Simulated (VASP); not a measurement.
Here is a VASP 6.6.1 calculation.

POSCAR

```
Si
1.0
    2.6947259254      0.0000000000      0.0000000000
   -1.3473629627      2.3337011076      0.0000000000
    0.0000000000      0.0000000000      2.5561440493
Si
1
Direct
    0.0000000000      0.0000000000      0.0000000000
```

INCAR.step1

```
SYSTEM = Si
ALGO = Normal
EDIFF = 1E-4
ENCUT = 520
GGA = PE
ISMEAR = 0
LASPH = .TRUE.
LCHARG = .FALSE.
LREAL = .FALSE.
LWAVE = .TRUE.
NBANDS = 8
NELM = 80
PREC = Accurate
SIGMA = 0.15
```

File INCAR.step2:

```
SYSTEM = Si
ALGO = Normal
EDIFF = 1E-6
ENCUT = 520
ISIF = 2
ISMEAR = 0
ISTART = 1
LASPH = .TRUE.
LCHARG = .FALSE.
LMIXTAU = .TRUE.
LREAL = .FALSE.
LWAVE = .FALSE.
METAGGA = R2SCAN
NBANDS = 8
NELM = 80
PREC = Accurate
SIGMA = 0.15
```

File KPOINTS:

```
k-points
0
G
  24 24 24
  0 0 0
```

Potentials or basis: VASP PAW PBE potentials, release 64 (Si).

Launch:

```console
$ cat potpaw_PBE.64/Si/POTCAR > POTCAR
$ cp INCAR.step1 INCAR
$ mpirun -np 1 vasp_std > vasp.out
$ cp INCAR.step2 INCAR
$ mpirun -np 1 vasp_std > vasp.out
```

(1) What does it give for the pressure?

(2) Predict the band gap on the k mesh.

Answers

(1) -7.0 GPa.

(2) zero (band 2 reaches 16.11 eV, above the bottom of band 3 at 4.19 eV).

Caveat: the cell differs from its parent crystal (strain +0.025 along x and y, +0.025 along z); the PAW data sets were made with another functional, which shifts forces and pressure a little.
